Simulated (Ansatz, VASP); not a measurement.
## In in VASP and in Ansatz

Contents of INCAR:

```
SYSTEM = In
ALGO     = Normal         ! electronic algorithm
EDIFF    = 1E-6           ! SCF threshold, eV
ENCUT    = 500            ! plane-wave cutoff, eV
GGA      = LIBXC          ! functional
GGA_COMPAT= .False.      
ISIF     = 2              ! what is computed and relaxed
ISMEAR   = 1              ! smearing method
ISYM     = 0            
LASPH    = .True.         ! aspherical terms in the spheres
LCHARG   = .False.        ! write CHGCAR
LIBXC1   = GGA_X_PBE    
LIBXC2   = GGA_C_PBE_SOL
LREAL    = .False.        ! projectors in reciprocal space
LWAVE    = .False.        ! write WAVECAR
NBANDS   = 12             ! bands
NELM     = 120            ! most SCF steps
PREC     = Accurate       ! precision mode
SIGMA    = 0.005          ! smearing width, eV
```

Contents of KPOINTS:

```
k-points
0
Gamma
  10 10 10
  0 0 0
```

Contents of POSCAR:

```
In
1.0
   -1.8666280000      1.8685550000      1.9438550000
    1.7937150000     -1.8506050000      1.8529930000
    1.9274900000      1.9114680000     -1.9259050000
In
1
Direct
    0.0248490000      0.0040480000      0.0136390000
```

The input input.yaml:

```yaml
crystal:
  lattice:
    - [-1.866628, 1.868555, 1.943855]
    - [1.793715, -1.850605, 1.852993]
    - [1.92749, 1.911468, -1.925905]
  atoms:
    - { symbol: In, position: [0.024849, 0.004048, 0.013639] }
  symmetry: { detect: false }
kpoints:
  mp_grid: { grid: [10, 10, 10] }
  band_path:
    path: [[0.0, 0.5, -0.5], [0.0, 0.0, 0.0], [-0.5, 0.0, 0.5]]
    npoints: 12
scf:
  occupations: { method: methfessel_paxton, width: 0.005 }
hamiltonian:
  xc: { exchange: pbe, correlation: pbesol }
  pseudopotentials: { kind: all_electron, datasets: crystal }
output:
  forces: true
  stress: true
  eigenvalues: true
```

Alike in both runs: functional pbe exchange, pbesol correlation; k mesh 10 × 10 × 10; occupations methfessel-paxton of order 1, width 0.005 eV; no spin polarisation.

```csv
,VASP,Ansatz
version,VASP 6.6.1,Ansatz 0.2.0
potentials or method,"VASP PAW PBE potentials, release 64 (In_d), cutoff 500 eV",all-electron PAW datasets made for the crystal
task,single point,band structure
```

|  | VASP | Ansatz | Ansatz less VASP |
| --- | --- | --- | --- |
| gap on the k mesh at the Fermi level (eV) | none | none | - |
| pressure (GPa) | 2.4 | 2.4 | +0.05 |
| traceless stress, the component that is largest in VASP (GPa) | 0.50 | 0.50 | +0.001 |

VASP's potentials were made for PBE, not for pbe exchange, pbesol correlation. A gap of «none» marks a metal or a gap that the smearing closes. Ansatz ran all-electron here, and VASP with PAW potentials.
